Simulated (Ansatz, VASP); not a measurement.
## ZnSe in VASP and in Ansatz

```
Zn Se
1.0
     0.00000    2.63527    2.63527
     2.63527    0.00000    2.63527
     2.63527    2.63527    0.00000
Zn Se
1 1
Cartesian
  0.0000 0.0000 0.0000
  2.6353 2.6353 2.6353
```

Alike in both runs: task single point; functional PBEsol; k mesh 15 × 15 × 15; occupations fermi-dirac, width 0.05 eV; no spin polarisation.

|  | VASP | Ansatz |
| --- | --- | --- |
| version | VASP 6.6.1 | Ansatz 0.2.0 |
| potentials or method | VASP PAW PBE potentials, release 64 (Zn, Se) | PAW with other files of Ansatz's library (level accurate), scalar-relativistic |
| plane-wave cutoff (eV) | 520 | 800 |
| valence electrons in the cell | 18 | 36 |

```csv
,VASP,Ansatz,Ansatz less VASP
pressure (GPa),0.3,0.0,-0.29
```

VASP's potentials were made for PBE, not for PBEsol. VASP's potentials hold 18 valence electrons a cell and Ansatz's 36, so a difference there can come from the potentials and not from the codes.
